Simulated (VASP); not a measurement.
TePb, 2 atoms in the cell. It takes space group I4/mmm (No. 139, tetragonal). Conventional cell: a = 4.621 Å, b = 4.621 Å, c = 6.470 Å, α = 90.00°, β = 90.00°, γ = 90.00°. Pb (site symmetry 4/mmm) has 6 Te at 3.24 to 3.27 Å within 4.3 Å. Te (site symmetry 4/mmm) has 6 Pb at 3.24 to 3.27 Å within 4.3 Å.  This cell differs from its parent crystal: uniaxial z strain -1.0%.

| Item | Value |
| --- | --- |
| Program | VASP 6.6.1 |
| Task | single point |
| Functional | r2SCAN |
| Potentials or basis | VASP PAW PBE potentials, release 64 (Pb_d, Te) |
| Cutoff | 520 eV |
| k mesh | 8 × 8 × 8 |
| Occupations | fermi-dirac, width 0.02 eV |
| Spin | non-collinear spin, zero start, spin-orbit coupling |
| Starting moments | [[0.0, 0.0, 0.0], [0.0, 0.0, 0.0]] μB |
| Dipole correction | no |
| Further INCAR settings | ALGO = Normal; EDIFF = 1e-07; NBANDS = 32 |

Potentials or basis: VASP PAW PBE potentials, release 64 (Pb_d, Te).

Command:

```bash
$ cat potpaw_PBE.64/Pb_d/POTCAR potpaw_PBE.64/Te/POTCAR > POTCAR
$ cp INCAR.step1 INCAR
$ mpirun -np 1 vasp_ncl > vasp.out
$ cp INCAR.step2 INCAR
$ mpirun -np 1 vasp_ncl > vasp.out
```

Hardware: 1 thread of Intel(R) Xeon(R) 6975P-C (Granite Rapids) (shared host).

Problem. Estimate the wall time of this run.

Solution. Run time: 13 min on 1 thread of Intel(R) Xeon(R) 6975P-C (Granite Rapids), on a shared host, peak memory 0.58 GiB. Counts: k points 59.
